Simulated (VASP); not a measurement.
A run of VASP 6.6.1 is set up as follows.

INCAR

```
PREC     = Accurate       # precision mode
ENCUT    = 520            # plane-wave cutoff, eV
EDIFF    = 1E-6           # SCF threshold, eV
ISMEAR   = -1             # smearing method
SIGMA    = 0.05           # smearing width, eV
LREAL    = False          # projectors in reciprocal space
LASPH    = True           # aspherical terms in the spheres
NELM     = 150            # most SCF steps
ALGO     = Normal         # electronic algorithm
ISIF     = 2              # what is computed and relaxed
LWAVE    = False          # write WAVECAR
LCHARG   = False          # write CHGCAR
ISPIN    = 2              # spin polarisation
MAGMOM   = 0 0            # initial moments
LORBIT   = 11             # projections on sites
NUPDOWN  = 0.0            # fixed moment
LMAXMIX  = 4              # l up to which the mixer works
GGA      = PE             # functional
NBANDS   = 18             # bands
```

KPOINTS

```
regular mesh
0
Gamma
  9 9 9
```

The input POSCAR:

```
CoO
1.0
    1.6022198417      0.9250420569      2.5664708903
   -1.6022198417      0.9250420569      2.5664708903
    0.0000000000     -1.8500841138      2.5664708903
Co O
1 1
Direct
    0.9989783200      0.9989783200      0.9989783200
    0.7510210300      0.7510210300      0.7510210300
```

Potentials or basis: VASP PAW PBE potentials, release 64 (Co, O).

Launch:

```sh
$ cat potpaw_PBE.64/Co/POTCAR potpaw_PBE.64/O/POTCAR > POTCAR
$ mpirun -np 1 vasp_std > vasp.out
```

(1) Estimate the pressure.

(2) Estimate the largest force.

Answers

(1) -13.8 GPa.

(2) 0.205 eV/Å.

Caveat: the total moment is fixed, so each spin has its own Fermi level.
